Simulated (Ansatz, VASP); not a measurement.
One calculation of Sr3Ga, two programs

```
Sr Ga
1.0
    -2.81911    2.81911    4.84251
     2.81911   -2.81911    4.84251
     2.81911    2.81911   -4.84251
Sr Ga
3 1
Cartesian
  0.0000 0.0000 4.8425
  2.8191 0.0000 2.4213
  0.0000 2.8191 2.4213
  0.0000 0.0000 0.0000
```

Alike in both runs: functional PBE; k mesh 12 × 12 × 12; occupations gaussian, width 0.1 eV; no spin polarisation.

Ansatz relaxed the structure, and its values are those at the end. VASP's run is a single point on that final structure, the one shown.

```csv
,VASP,Ansatz
version,VASP 6.6.1,Ansatz 0.2.0
potentials or method,"VASP PAW PBE potentials, release 64 (Sr_sv, Ga_d), cutoff 520 eV","scalar-relativistic, plane waves, PAW"
valence electrons in the cell,43,43
```

|  | VASP | Ansatz | Ansatz less VASP |
| --- | --- | --- | --- |
| gap on the k mesh at the Fermi level (eV) | none | none | - |
| pressure (GPa) | 0.1 | 0.0 | -0.04 |

A gap of «none» marks a metal or a gap that the smearing closes. With one functional, cell and mesh, what is left measures potentials, basis and numerics.
